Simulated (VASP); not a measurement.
Runs of VASP 6.6.1 on MgSe. The structure is that of space group Fm-3m (No. 225), or close to it. The cells are those of the table. 

| task | level | potentials or basis | cell | k mesh | cutoff (eV) | gap on the mesh (eV) | pressure (GPa) |
| --- | --- | --- | --- | --- | --- | --- | --- |
| single point | PBE | VASP PAW PBE potentials, release 64 (Mg, Se) | a = 3.829 Å, angles 60.0°, 2 atoms | 8 × 8 × 8 | 600 | 1.84 | 3.4 |
| electric field gradients | PBE | VASP PAW PBE potentials, release 64 (Mg, Se) | a = 3.829 Å, angles 60.0°, 2 atoms | 8 × 8 × 8 | 520 | 1.84 | 3.4 |
| single point | PBE | VASP PAW PBE potentials, release 64 (Mg, Se) | a = 3.802 Å, angles 60.0°, 2 atoms | 12 × 12 × 12 | 600 | 1.87 | 5.0 |
| electric field gradients | PBE | VASP PAW PBE potentials, release 64 (Mg, Se) | a = 3.854 Å, angles 60.0°, 2 atoms | 8 × 8 × 8 | 520 | (a) | 1.9 |
| single point | PBE | VASP PAW PBE potentials, release 64 (Mg, Se) | a = 3.802 Å, angles 60.0°, 2 atoms | 8 × 8 × 8 | 600 | 1.87 | 5.0 |
| single point | LDA | VASP PAW LDA potentials, release 64 (Mg, Se) | a = 3.854 Å, angles 60.0°, 2 atoms | 8 × 8 × 8 | 600 | (c) | -2.4 |
| single point | PBEsol | VASP PAW PBE potentials, release 64 (Mg, Se) | a = 3.854 Å, angles 60.0°, 2 atoms | 8 × 8 × 8 | 600 | 1.76 | (b) |
| single point | PBE | VASP PAW PBE potentials, release 64 (Mg, Se) | a = 3.905 Å, angles 60.0°, 2 atoms | 8 × 8 × 8 | 600 | 1.74 | -0.6 |

Alike in all rows: no spin polarisation; smearing fermi-dirac 0.02 eV.

Question: Fill in the values left out.

Answer: (a) 1.80; (b) -0.1; (c) 1.65.

Caveats: the PAW data sets were made with another functional, which shifts forces and pressure a little (some runs).

A k mesh can miss the band edges, and the runs leave out spin-orbit coupling on Se.
